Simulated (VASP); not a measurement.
A run of VASP 6.6.1 is set up as follows.

Contents of INCAR:

```
SYSTEM = Mg2CdSe3
PREC = Accurate
ENCUT = 520
EDIFF = 1E-7
ISMEAR = 0
SIGMA = 0.02
LREAL = .False.
LASPH = .True.
NELM = 80
ALGO = Normal
ISIF = 2
LWAVE = .False.
LCHARG = .False.
GGA = PE
NBANDS = 26
```

The input KPOINTS:

```
regular mesh
0
Gamma
  12 12 4
  0 0 0
```

The input POSCAR:

```
Mg2CdSe3
1.0
    3.9535401222      0.0000000289      0.0000000000
   -1.9767700861      3.4238661663      0.0000000000
    0.0000000000      0.0000000000      9.6858294000
Mg Cd Se
2 1 3
Direct
    0.3333333333      0.6666666667      0.6628080000
    0.6666666667      0.3333333333      0.3371920000
    0.0000000000      0.0000000000      0.0000000000
    0.0000000000      0.0000000000      0.5000000000
    0.3333333333      0.6666666667      0.1758130000
    0.6666666667      0.3333333333      0.8241870000
```

Potentials or basis: VASP PAW PBE potentials, release 64 (Mg, Cd, Se).

Run with:

```sh
$ cat potpaw_PBE.64/Mg/POTCAR potpaw_PBE.64/Cd/POTCAR potpaw_PBE.64/Se/POTCAR > POTCAR
$ mpirun -np 1 vasp_std > vasp.out
```

Q: Estimate the largest force.

A: 0.040 eV/Å.

Q: Estimate the band gap on the k mesh.

A: 0.86 eV (least direct gap 1.51 eV).

Q: What does it give for the pressure?

A: 0.0 GPa.

Forces on the atoms (eV/Å):
```
Mg   0.000  0.000  0.001
Mg   0.000  0.000 -0.001
Cd   0.000  0.000  0.000
Se   0.000  0.000  0.000
Se   0.000  0.000  0.040
Se   0.000  0.000 -0.040
```

A k mesh can miss the band edges.
